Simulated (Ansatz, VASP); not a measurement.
## WS2 in VASP and in Ansatz

```xyz
3
Lattice="3.1215 0.0000 0.0000 -1.5607 2.7033 0.0000 0.0000 0.0000 20.0000" Properties=species:S:1:pos:R:3 pbc="T T T"
W     0.0000    1.8022   10.0000
S     1.5607    0.9011   11.5710
S     1.5607    0.9011    8.4290
```

Alike in both runs: task relaxation of the atoms; functional PBE; k mesh 15 × 15 × 1; no spin polarisation.

|  | VASP | Ansatz |
| --- | --- | --- |
| version | VASP 6.6.1 | Ansatz 0.2.0 |
| potentials or method | VASP PAW PBE potentials, release 64 (W_sv, S), cutoff 520 eV | scalar-relativistic, plane waves, PAW |
| occupations | gaussian, width 0.01 eV | fixed |
| valence electrons in the cell | 26 | 26 |

```csv
,VASP,Ansatz,Ansatz less VASP
"gap on the k mesh at the Fermi level, each at its own relaxed structure (eV)",1.93,1.94,+0.003
```

Ansatz's warnings: stress scf threshold loose.

Neither program's run includes spin-orbit coupling.
